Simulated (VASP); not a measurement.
# Na (I4/mmm) in VASP: notebook, part 2 of 2

VASP 6.6.1. The steps go on from the part before.

## Step 5: Single point, PBE

Input file INCAR:

```
SYSTEM = Na
PREC     = Accurate       ! precision mode
ENCUT    = 500            ! plane-wave cutoff, eV
EDIFF    = 1E-6           ! SCF threshold, eV
ISMEAR   = 0              ! smearing method
SIGMA    = 0.1            ! smearing width, eV
LREAL    = .False.        ! projectors in reciprocal space
LASPH    = .True.         ! aspherical terms in the spheres
NELM     = 120            ! most SCF steps
ALGO     = Normal         ! electronic algorithm
ISIF     = 2              ! what is computed and relaxed
LWAVE    = .False.        ! write WAVECAR
LCHARG   = .False.        ! write CHGCAR
GGA      = PE             ! functional
NBANDS   = 10             ! bands
NELECT   = 6.75         
GGA_COMPAT= .False.
```

Input file KPOINTS:

```
Automatic mesh
0
Gamma
  6 6 6
  0 0 0
```

Input file POSCAR:

```
Na
1.0
   -1.8882910800      1.8882910800      2.6372766800
    1.8882910800     -1.8882910800      2.6372766800
    1.8882910800      1.8882910800     -2.6372766800
Na
1
Direct
    0.0000000000      0.0000000000      0.0000000000
```

Potentials or basis: VASP PAW PBE potentials, release 64 (Na_pv).

Run with:

```sh
cat potpaw_PBE.64/Na_pv/POTCAR > POTCAR
mpirun -np 1 vasp_std > vasp.out
```

OUTCAR:

```text
SYSTEM = Na
   PREC = Accurate
   ENCUT = 500
   EDIFF = 1E-6
   ISMEAR = 0
   LREAL = .False.
   LASPH = .True.
   NELM = 120
   ISIF = 2
   GGA = PE
   NELECT = 6.75

 ion  position               nearest neighbor table
   1  0.000  0.000  0.000-

  LATTYP: Found a body centered tetragonal cell.
 ALAT       =     3.7765821600
 C/A-ratio  =     1.3966473220

  Lattice vectors:

 A1 = (  -1.8882910800,   1.8882910800,   2.6372766800)
 A2 = (   1.8882910800,  -1.8882910800,   2.6372766800)
 A3 = (   1.8882910800,   1.8882910800,  -2.6372766800)

Analysis of symmetry for initial positions (statically):
=====================================================================
 Subroutine PRICEL returns:
 Original cell was already a primitive cell.

 Routine SETGRP: Setting up the symmetry group for a
 body centered tetragonal supercell.

 Subroutine GETGRP returns: Found 16 space group operations
 (whereof 16 operations were pure point group operations)
 out of a pool of 16 trial point group operations.

The static configuration has the point symmetry D_4h.

Analysis of symmetry for dynamics (positions and initial velocities):
=====================================================================
 Subroutine PRICEL returns:
 Original cell was already a primitive cell.

 Routine SETGRP: Setting up the symmetry group for a
 body centered tetragonal supercell.

 Subroutine GETGRP returns: Found 16 space group operations
 (whereof 16 operations were pure point group operations)
 out of a pool of 16 trial point group operations.

The dynamic configuration has the point symmetry D_4h.

 Subroutine INISYM returns: Found 16 space group operations
 (whereof 16 operations are pure point group operations),
 and found     1 'primitive' translations

----------------------------------------------------------------------------------------

                                     Primitive cell

  volume of cell :      37.6144

  direct lattice vectors                    reciprocal lattice vectors
    -1.888291080  1.888291080  2.637276680     0.000000000  0.264789685  0.189589512
     1.888291080 -1.888291080  2.637276680     0.264789685  0.000000000  0.189589512
     1.888291080  1.888291080 -2.637276680     0.264789685  0.264789685  0.000000000

  length of vectors
     3.753200593  3.753200593  3.753200593     0.325665105  0.325665105  0.374469164

  position of ions in fractional coordinates (direct lattice)
     0.000000000  0.000000000  0.000000000

  ion indices of the primitive-cell ions
   primitive index   ion index
                 1           1

----------------------------------------------------------------------------------------

 KPOINTS: Automatic mesh

Automatic generation of k-mesh.
 Grid dimensions read from file:
 generate k-points for:    6    6    6

 Generating k-lattice:

  Cartesian coordinates                     Fractional coordinates (reciprocal lattice)
     0.000000000  0.044131614  0.031598252     0.166666667  0.000000000 -0.000000000
     0.044131614  0.000000000  0.031598252     0.000000000  0.166666667 -0.000000000
     0.044131614  0.044131614  0.000000000     0.000000000  0.000000000  0.166666667

  Length of vectors
     0.054277517  0.054277517  0.062411527

  Shift w.r.t. Gamma in fractional coordinates (k-lattice)
     0.000000000  0.000000000  0.000000000

 Subroutine IBZKPT returns following result:
 ===========================================

 Found     30 irreducible k-points:

 Following reciprocal coordinates:
            Coordinates               Weight
  0.000000  0.000000  0.000000      1.000000
  0.166667 -0.000000  0.000000      8.000000
  0.333333 -0.000000  0.000000      8.000000
  0.500000 -0.000000  0.000000      4.000000
  0.166667  0.166667  0.000000      8.000000
  0.333333  0.166667  0.000000     16.000000
[... 16 lines left out ...]
 -0.333333 -0.333333  0.166667      8.000000
 -0.166667 -0.333333  0.166667      8.000000
 [... further k-points ...]
   k-points           NKPTS =     30   k-points in BZ     NKDIM =     30   number of bands    NBANDS=     10
   number of dos      NEDOS =    301   number of ions     NIONS =      1
   total plane-waves  NPLWV =  21952
   dimension x,y,z NGX =    28 NGY =   28 NGZ =   28
   dimension x,y,z NGXF=    56 NGYF=   56 NGZF=   56
   ions per type =               1
   NGX,Y,Z   is equivalent  to a cutoff of  12.40, 12.40, 12.40 a.u.
   NGXF,Y,Z  is equivalent  to a cutoff of  24.80, 24.80, 24.80 a.u.
 SYSTEM =  Na
   PREC   = accura    normal or accurate (medium, high low for compatibility)
   ISTART =      0    job   : 0-new  1-cont  2-samecut
   ICHARG =      2    charge: 1-file 2-atom 10-const
   ISPIN  =      1    spin polarized calculation?
   LNONCOLLINEAR =      F non collinear calculations
   LSORBIT =      F    spin-orbit coupling
   LASPH  =      T    aspherical Exc in radial PAW
   ENCUT  =  500.0 eV  36.75 Ry    6.06 a.u.   6.84  6.84  6.84*2*pi/ulx,y,z
   NELM   =    120;   NELMIN=  2; NELMDL= -5     # of ELM steps
   EDIFF  = 0.1E-05   stopping-criterion for ELM
   LREAL  =      F    real-space projection
   EDIFFG = 0.1E-04   stopping-criterion for IOM
   NSW    =      0    number of steps for IOM
   IBRION =     -1    ionic relax: 0-MD 1-quasi-New 2-CG
   NFREE  =      0    steps in history (QN), initial steepest desc. (CG)
   ISIF   =      2    stress and relaxation
   ISYM   =      2    0-nonsym 1-usesym 2-fastsym
   POTIM  = 0.5000    time-step for ionic-motion
   TEBEG  =    0.0;   TEEND  =   0.0 temperature during run
   PSTRESS=    0.0 pullay stress
   NELECT =       6.7500    total number of electrons
   NUPDOWN=      -1.0000    fix difference up-down
   EMIN   =  10.00;   EMAX   =-10.00  energy-range for DOS
   EFERMI =   0.00;   METHOD = LEGACY
   ISMEAR =     0;   SIGMA  =   0.10  broadening in eV -4-tet -1-fermi 0-gaus
   EFERMI_NEDOS =   21; number of points for ismear=-14 and -15
   IALGO  =     38    algorithm
   IMIX   =      4    mixing-type and parameters
     AMIX     =   0.40;   BMIX     =  1.00
     AMIX_MAG =   1.60;   BMIX_MAG =  1.00
  volume/ion in A,a.u.               =      37.61       253.83
  Fermi-wavevector in a.u.,A,eV,Ry     =   0.923404  1.744980 11.601337  0.852674
  Thomas-Fermi vector in A             =   2.049036
   LORBIT       =      0    0 simple, 1 ext, 2 COOP (PROOUT), +10 PAW based schemes
   GGA     = PE    functional components
   LHFCALC =     F    Hartree Fock is set to
   AEXX    =    0.0000 exact exchange contribution
   IVDW    =     0    specifies the selected vdW correction
   LEPSILON=     F    determine dielectric tensor
   LRPA    =     F    only Hartree local field effects (RPA)
 non-spin polarized calculation
 Gauss-broadening in eV      SIGMA  =   0.10
  energy-cutoff  :      500.00
  volume of cell :       37.61
 maximum number of plane-waves:       966
   NGX = 13   NGY = 13   NGZ = 13

 number of electron       6.7499993 magnetization

 Free energy of the ion-electron system (eV)
  ---------------------------------------------------
  ext. energy  EPLUGINS =         0.00000000
  ---------------------------------------------------
  free energy    TOTEN  =        -1.34160760 eV

  energy without entropy =       -1.33420101  energy(sigma->0) =       -1.33790430

 E-fermi :   0.2760     XC(G=0):  -6.0912

 val. band max:        0.2640295875   @ k =   0.3333   0.1667   0.0000
 cond. band min:       0.3754923470   @ k =  -0.3333   0.3333   0.1667
 fundamental gap:      0.1114627596
 Fermi energy:         0.2760158760

 k-point     1 :       0.0000    0.0000    0.0000
  band No.  band energies     occupation
      1     -24.5085      2.00000
      2     -24.5083      2.00000
      3     -24.5083      2.00000
      4      -2.5724      2.00000
      5      11.6733      0.00000
      6      11.6734      0.00000
      7      11.7164      0.00000
      8      12.8098      0.00000
      9      13.1752      0.00000
     10      13.1756      0.00000
[... 287 lines left out ...]
 k-point    24 :      -0.1667   -0.3333    0.1667
  band No.  band energies     occupation
      1     -24.5283      2.00000
      2     -24.5142      2.00000
      3     -24.5140      2.00000
      4      -0.8975      2.00000
      5       5.8429      0.00000
      6       8.9999      0.00000
      7       9.0408      0.00000
      8      10.1125      0.00000
      9      12.9782      0.00000
     10      15.2732      0.00000

 [... further k-points ...]

------------------------ aborting loop because EDIFF is reached ----------------------------------------

  FORCE on cell =-STRESS in cart. coord.  units (eV):
  Direction    XX          YY          ZZ          XY          YZ          ZX
  --------------------------------------------------------------------------------------
  -------------------------------------------------------------------------------------
  Total       -0.6922039     -0.6922039     -0.7119630      0.0000000     -0.0000000     -0.0000000
  in kB      -29.4843139    -29.4843139    -30.3259514      0.0000000     -0.0000000     -0.0000000
  external PRESSURE =     -29.7648597 kB  Pullay stress =       0.0000000 kB

 VOLUME and BASIS-vectors are now :
 -----------------------------------------------------------------------------
  energy-cutoff  :      500.00
  volume of cell :       37.61
      direct lattice vectors                 reciprocal lattice vectors
    -1.888291080  1.888291080  2.637276680     0.000000000  0.264789685  0.189589512
     1.888291080 -1.888291080  2.637276680     0.264789685  0.000000000  0.189589512
     1.888291080  1.888291080 -2.637276680     0.264789685  0.264789685  0.000000000

 POSITION                                       TOTAL-FORCE (eV/Angst)
 -----------------------------------------------------------------------------------
      0.00000      0.00000      0.00000        -0.000000      0.000000     -0.000000
 -----------------------------------------------------------------------------------
    total drift:                                0.000000      0.000000      0.000000

  FREE ENERGIE OF THE ION-ELECTRON SYSTEM (eV)
  ---------------------------------------------------
  free  energy   TOTEN  =        -1.3416075971 eV

  energy  without entropy=       -1.3342010076  energy(sigma->0) =       -1.33790430
```

It took 7.7 s on 1 thread of AMD EPYC 7R43 (Zen 3), shared host; peak memory 0.11 GiB.

Results:

```
Free energy : -1.3416 eV
```

Levels at points of the mesh, in eV from the Fermi level:
```csv
k point,band 1,band 2,band 3,band 4,band 5,band 6,band 7
"(0.00, 0.00, 0.00)",-24.78,-24.78,-24.78,-2.85,11.40,11.40,11.44
"(0.50, 0.00, 0.00)",-24.82,-24.79,-24.79,0.97,1.33,10.38,10.54
"(0.50, 0.50, 0.00)",-24.81,-24.80,-24.80,2.12,2.65,6.69,7.50
"(0.50, 0.50, 0.50)",-24.82,-24.80,-24.80,2.25,2.77,6.58,7.37
```

Caveat: the k points lie up to 0.39 Å⁻¹ apart; the cell carries a net charge on a neutralising background, which shifts energy and pressure; the cell is charged against a uniform background, so pressure and absolute levels hang on convention.

## Step 6: The runs side by side

| k mesh | smearing | gap on the mesh (eV) | pressure (GPa) |
| --- | --- | --- | --- |
| 3 × 3 × 3 | gaussian 0.019 eV | none | -0.4 |
| 3 × 3 × 4 | fermi-dirac 0.014 eV | none | -0.3 |
| 6 × 6 × 6 | gaussian 0.272114 eV | none | -0.1 |

Alike in all rows: task single point; level PBE; potentials or basis VASP PAW PBE potentials, release 64 (Na_pv); no spin polarisation; cell as given; cutoff (eV) 500.

Caveats: all runs use coarse meshes.

Total energies depend on the potentials used, so only differences within one code and one set of settings carry meaning.
